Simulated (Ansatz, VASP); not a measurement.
**Two plane-wave programs on Ga**

POSCAR

```
Ga
1.0
    2.2309354424     -3.7787301403      0.0000000000
    2.2309354424      3.7787301403      0.0000000000
    0.0000000000      0.0000000000      4.4628573697
Ga
4
Direct
    0.3451000000      0.6549000000      0.4190000000
    0.1549000000      0.8451000000      0.9190000000
    0.6549000000      0.3451000000      0.5810000000
    0.8451000000      0.1549000000      0.0810000000
```

The input INCAR.step1:

```
SYSTEM = Ga
PREC = Accurate ; ENCUT = 520
ISMEAR = -1 ; SIGMA = 0.05
LREAL = .FALSE. ; LASPH = .TRUE.
NELM = 100 ; NBANDS = 34
GGA = PE ; ALGO = Normal
EDIFF = 1E-4 ; LWAVE = .TRUE.
LCHARG = .FALSE.
```

File INCAR.step2:

```
SYSTEM = Ga
PREC = Accurate ; ENCUT = 520
EDIFF = 1E-6 ; ISMEAR = -1
SIGMA = 0.05 ; LREAL = .FALSE.
LASPH = .TRUE. ; NELM = 100
ALGO = Normal ; ISIF = 2
LWAVE = .FALSE. ; LCHARG = .FALSE.
METAGGA = R2SCAN ; LMIXTAU = .TRUE.
NBANDS = 34 ; ISTART = 1
```

KPOINTS

```
regular mesh
0
G
  7 7 6
  0 0 0
```

File input.yaml:

```yaml
crystal:
  lattice:
    - [2.2309354424, -3.7787301403, 0.0]
    - [2.2309354424, 3.7787301403, 0.0]
    - [0.0, 0.0, 4.4628573697]
  atoms:
    - { symbol: Ga, position: [0.3451, 0.6549, 0.419] }
    - { symbol: Ga, position: [0.1549, 0.8451, 0.919] }
    - { symbol: Ga, position: [0.6549, 0.3451, 0.581] }
    - { symbol: Ga, position: [0.8451, 0.1549, 0.081] }
hamiltonian:
  xc: r2scan
  pseudopotentials: { kind: paw }
kpoints:
  mp_grid: { grid: [7, 7, 6] }
scf:
  occupations: { method: fermi_dirac, width: 0.05 }
output:
  forces: true
  stress: true
  eigenvalues: true
  write_density: true
  write_potential: true
  elf: true
  volumetric_format: npy
```

Alike in both runs: task single point; functional r2SCAN; k mesh 7 × 7 × 6; occupations fermi-dirac, width 0.05 eV; no spin polarisation.

|  | VASP | Ansatz |
| --- | --- | --- |
| version | VASP 6.6.1 | Ansatz 0.2.0 |
| potentials or method | VASP PAW PBE potentials, release 64 (Ga_d) | Ansatz PAW |
| plane-wave cutoff (eV) | 520 | 500 |
| valence electrons in the cell | 52 | 52 |

|  | VASP | Ansatz | Ansatz less VASP |
| --- | --- | --- | --- |
| gap on the k mesh at the Fermi level (eV) | none | none | - |
| pressure (GPa) | 1.4 | 1.3 | -0.12 |
| traceless stress, the component that is largest in VASP (GPa) | -1.58 | -1.62 | -0.040 |
| rms of the force components (eV/Å) | 0.086 | 0.086 | 0.0000 |

VASP's potentials were made for PBE, not for r2SCAN. Atom by atom the forces differ by 0.005 eV/Å (rms over components). A gap of «none» marks a metal or a gap that the smearing closes. The functional is the same, so the differences come from potentials, cutoffs and numerics.
